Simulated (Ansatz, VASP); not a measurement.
# Au: VASP beside Ansatz

```
Au
1.0
    -1.60755    1.60755    1.65727
     1.60755   -1.60755    1.65727
     1.60755    1.60755   -1.65727
Au
1
Direct
  0.00000 0.00000 0.00000
```

Change from the starting cell: strain -0.030 along x and y, +0.000 along z, atoms carried along.

Alike in both runs: task single point; functional r2SCAN; k mesh 20 × 20 × 20; occupations gaussian, width 0.15 eV; no spin polarisation.

|  | VASP | Ansatz |
| --- | --- | --- |
| version | VASP 6.6.1 | Ansatz 0.2.0 |
| potentials or method | VASP PAW PBE potentials, release 64 (Au), cutoff 520 eV | scalar-relativistic, plane waves, PAW |
| valence electrons in the cell | 11 | 19 |

```tsv
	VASP	Ansatz	Ansatz less VASP
gap on the k mesh at the Fermi level (eV)	none	none	-
pressure (GPa)	4.6	4.3	-0.33
traceless stress, the component that is largest in VASP (GPa)	0.06	0.05	-0.007
```

VASP's potentials were made for PBE, not for r2SCAN. A gap of «none» marks a metal or a gap that the smearing closes. With one functional, cell and mesh, what is left measures potentials, basis and numerics. VASP's potentials hold 11 valence electrons a cell and Ansatz's 19, so a difference there can come from the potentials and not from the codes.

Spin-orbit coupling is off throughout.
